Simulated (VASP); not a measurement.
Set up this calculation in VASP 6.6.1, as the native input.

* Task: single point
* Functional: BLYP
* Potentials or basis: VASP PAW PBE potentials, release 64 (Sb)
* Cutoff: 520 eV
* k mesh: 12 × 12 × 6
* Occupations: fermi-dirac, width 0.1 eV
* Spin: no spin polarisation
* Dipole correction: no
* Further INCAR settings: ALGO = Normal; EDIFF = 1e-07; NBANDS = 12

The structure of Sb lies in POSCAR:

```
Sb
1.0
    3.4685280138      0.0000000000      0.0000000000
   -1.7342640069      3.0038333737      0.0000000000
    0.0000000000      0.0000000000      5.8111850198
Sb
2
Direct
    0.3333333333      0.6666666667      0.2500000000
    0.6666666667      0.3333333333      0.7500000000
```

One way to write it, as run:

INCAR

```
PREC     = Accurate       # precision mode
ENCUT    = 520            # plane-wave cutoff, eV
EDIFF    = 1E-7           # SCF threshold, eV
ISMEAR   = -1             # smearing method
SIGMA    = 0.1            # smearing width, eV
LREAL    = False          # projectors in reciprocal space
LASPH    = True           # aspherical terms in the spheres
NELM     = 100            # most SCF steps
ALGO     = Normal         # electronic algorithm
ISIF     = 2              # what is computed and relaxed
LWAVE    = False          # write WAVECAR
LCHARG   = True           # write CHGCAR
GGA      = B5             # functional
ALDAX    = 1.0          
AGGAX    = 1.0          
AGGAC    = 1.0          
ALDAC    = 0.0          
LELF     = True           # ELF
LVHAR    = True         
NBANDS   = 12             # bands
```

KPOINTS

```
Automatic mesh
0
Gamma
  12 12 6
```

Potentials or basis: VASP PAW PBE potentials, release 64 (Sb).

The run is started by

```sh
$ cat potpaw_PBE.64/Sb/POTCAR > POTCAR
$ mpirun -np 1 vasp_std > vasp.out
```

It gave:

| Property | Result |
| --- | --- |
| Pressure | 0.0 GPa |
| Band gap on the k mesh | zero (band 5 reaches 11.32 eV, above the bottom of band 6 at 4.82 eV) |

Caveat: the PAW data sets were made with another functional, which shifts forces and pressure a little; spin-orbit coupling is left out, which moves the levels of the heavy elements.

Wall time 25 s on 1 thread of Intel(R) Xeon(R) 6975P-C (Granite Rapids) (shared host), peak memory 0.2 GiB.
